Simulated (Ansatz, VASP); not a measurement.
ZnS: VASP beside Ansatz

```
CELL_PARAMETERS angstrom
3.78145 0.00000 0.00000
-1.89072 3.27483 0.00000
0.00000 0.00000 6.20871
ATOMIC_POSITIONS crystal
Zn 0.30326 0.60651 0.00544
Zn 0.69674 0.39349 0.50544
S 0.35849 0.71698 0.37956
S 0.64151 0.28302 0.87956
```

Change from the starting cell: mode 4 frozen in at +0.000 Å and mode 5 at -0.197 Å (largest displacements).

Alike in both runs: task single point; functional PBEsol; k mesh 9 × 9 × 6; occupations gaussian, width 0.05 eV; no spin polarisation.

|  | VASP | Ansatz |
| --- | --- | --- |
| version | VASP 6.6.1 | Ansatz 0.2.0 |
| potentials or method | VASP PAW PBE potentials, release 64 (Zn, S), cutoff 520 eV | scalar-relativistic, plane waves, PAW |
| valence electrons in the cell | 36 | 36 |

Ansatz gave:

| Quantity | Value |
| --- | --- |
| gap on the k mesh at the Fermi level (eV) | 2.10 |
| least direct gap on the mesh (eV) | 2.10 |
| pressure (GPa) | -0.4 |
| traceless stress, the component that is largest in VASP (GPa) | -0.58 |
| rms of the force components (eV/Å) | 0.117 |

**Question.** What did VASP give for the same quantities?

**Answer.** gap on the k mesh at the Fermi level (eV): 2.10; least direct gap on the mesh (eV): 2.10; pressure (GPa): -0.2; traceless stress, the component that is largest in VASP (GPa): -0.58; rms of the force components (eV/Å): 0.116.

VASP's potentials were made for PBE, not for PBEsol. Atom by atom the forces differ by 0.002 eV/Å (rms over components).
